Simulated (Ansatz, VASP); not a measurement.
One calculation of Re, two programs

```xyz
2
Lattice="2.6029 0.0000 0.0000 -1.3015 2.2542 0.0000 0.0000 0.0000 4.2452" Properties=species:S:1:pos:R:3 pbc="T T T"
Re    0.0000    1.5028    1.0613
Re    1.3015    0.7514    3.1839
```

Change from the starting cell: zz strain of +2 %, crystal datasets.

Alike in both runs: task electric field gradients; functional PBEsol; k mesh 18 × 18 × 10; occupations fermi-dirac, width 0.05 eV; no spin polarisation.

|  | VASP | Ansatz |
| --- | --- | --- |
| version | VASP 6.6.1 | Ansatz 0.2.0 |
| potentials or method | VASP PAW PBE potentials, release 64 (Re), cutoff 520 eV | all-electron PAW with datasets made for the crystal, scalar-relativistic |

Ansatz gave:

```
pressure (GPa)                                                : 85.1
traceless stress, the component that is largest in VASP (GPa) : -5.07
size of Vzz on the site where it differs most (V/Å²)          : 51.6
```

Task: Which values does VASP return?

Result: Pressure (GPa): 88.1; traceless stress, the component that is largest in VASP (GPa): -5.09; size of Vzz on the site where it differs most (V/Å²): 58.8.

VASP's potentials were made for PBE, not for PBEsol. Both programs put the cell under a high pressure, so it lies far from rest at this level. Ansatz ran all-electron here, and VASP with PAW potentials.

Neither program's run includes spin-orbit coupling. Noted on VASP's run: the cell as given lies far from equilibrium.
